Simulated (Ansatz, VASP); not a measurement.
## SnO: VASP beside Ansatz

```
Sn O
1.0
     3.83710    0.00000    0.00000
     0.00000    3.83710    0.00000
     0.00000    0.00000    4.76213
Sn O
2 2
Cartesian
  0.0000 1.9185 1.1584
  1.9185 0.0000 3.6038
  0.0000 0.0000 0.0000
  1.9185 1.9185 0.0000
```

Alike in both runs: functional PBE; dispersion D3(BJ); k mesh 12 × 12 × 10; occupations gaussian, width 0.1 eV; no spin polarisation.

Ansatz relaxed the structure, and its values are those at the end. VASP's run is a single point on that final structure, the one shown.

|  | VASP | Ansatz |
| --- | --- | --- |
| version | VASP 6.6.1 | Ansatz 0.2.0 |
| potentials or method | VASP PAW PBE potentials, release 64 (Sn_d, O), cutoff 520 eV | scalar-relativistic, plane waves, PAW |
| valence electrons in the cell | 40 | 40 |

Ansatz gave:

- gap on the k mesh at the Fermi level (eV): none
- pressure (GPa): 0.0
- rms of the force components (eV/Å): 0.001

Q: Which values does VASP return?

A: gap on the k mesh at the Fermi level (eV): none; pressure (GPa): 0.2; rms of the force components (eV/Å): 0.033.

A gap of «none» marks a metal or a gap that the smearing closes.
